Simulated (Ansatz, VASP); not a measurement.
## One calculation of ZnO, two programs

```
Zn O
1.0
     3.30974    0.00000    0.00000
    -1.65487    2.86632    0.00000
     0.00000    0.00000    7.17766
Zn O
2 2
Direct
  0.00000 0.00000 0.25000
  0.00000 0.00000 0.75000
  0.66667 0.33333 0.75000
  0.33333 0.66667 0.25000
```

Change from the starting cell: volume scaled by 1.02.

Alike in both runs: task single point; functional PBE; k mesh 9 × 9 × 4; occupations fermi-dirac, width 0.05 eV; no spin polarisation.

|  | VASP | Ansatz |
| --- | --- | --- |
| version | VASP 6.6.1 | Ansatz 0.2.0 |
| potentials or method | VASP PAW PBE potentials, release 64 (Zn, O), cutoff 520 eV | all-electron LAPW, scalar-relativistic |

VASP gave:

```
gap on the k mesh at the Fermi level (eV)                     : 0.82
least direct gap on the mesh (eV)                             : 0.82
pressure (GPa)                                                : -1.6
traceless stress, the component that is largest in VASP (GPa) : 1.79
```

**Question.** Estimate Ansatz's values.

**Answer.** gap on the k mesh at the Fermi level (eV): 0.84; least direct gap on the mesh (eV): 0.84; pressure (GPa): -2.4; traceless stress, the component that is largest in VASP (GPa): 2.59.

Ansatz ran all-electron here, and VASP with PAW potentials.
